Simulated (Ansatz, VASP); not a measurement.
**Two plane-wave programs on ZnS**

Contents of INCAR:

```
PREC = Accurate
ENCUT = 520
EDIFF = 1E-7
ISMEAR = 0
SIGMA = 0.01
LREAL = F
LASPH = T
NELM = 100
ALGO = Normal
ISIF = 2
LWAVE = F
LCHARG = T
GGA = PS
LELF = T
LVHAR = T
NBANDS = 16
```

Contents of KPOINTS:

```
Automatic mesh
0
Gamma
  6 6 6
```

The input POSCAR:

```
ZnS
1.0
    0.0000000000      2.6940858334      2.6940858334
    2.6940858334      0.0000000000      2.6940858334
    2.6940858334      2.6940858334      0.0000000000
Zn S
1 1
Direct
    0.0000000000      0.0000000000      0.0000000000
    0.2500000000      0.2500000000      0.2500000000
```

Input for Ansatz:

```yaml
crystal:
  lattice:
    - [0.0, 2.6940858334, 2.6940858334]
    - [2.6940858334, 0.0, 2.6940858334]
    - [2.6940858334, 2.6940858334, 0.0]
  atoms:
    - { symbol: Zn, position: [0.0, 0.0, 0.0] }
    - { symbol: S, position: [0.25, 0.25, 0.25] }
kpoints:
  mp_grid: { grid: [6, 6, 6] }
hamiltonian:
  xc: pbesol
scf:
  occupations: { method: fixed }
  n_extra_bands: 4
output:
  forces: true
  stress: true
  eigenvalues: true
```

Alike in both runs: task single point; functional PBEsol; k mesh 6 × 6 × 6; no spin polarisation.

|  | VASP | Ansatz |
| --- | --- | --- |
| version | VASP 6.6.1 | Ansatz 0.2.0 |
| potentials or method | VASP PAW PBE potentials, release 64 (Zn, S) | plane waves, PAW |
| plane-wave cutoff (eV) | 520 | 420 |
| occupations | gaussian, width 0.01 eV | fixed |
| valence electrons in the cell | 18 | 18 |

|  | VASP | Ansatz | Ansatz less VASP |
| --- | --- | --- | --- |
| gap on the k mesh at the Fermi level (eV) | 2.01 | 2.01 | -0.006 |
| pressure (GPa) | -1.1 | -1.3 | -0.20 |

VASP's potentials were made for PBE, not for PBEsol.
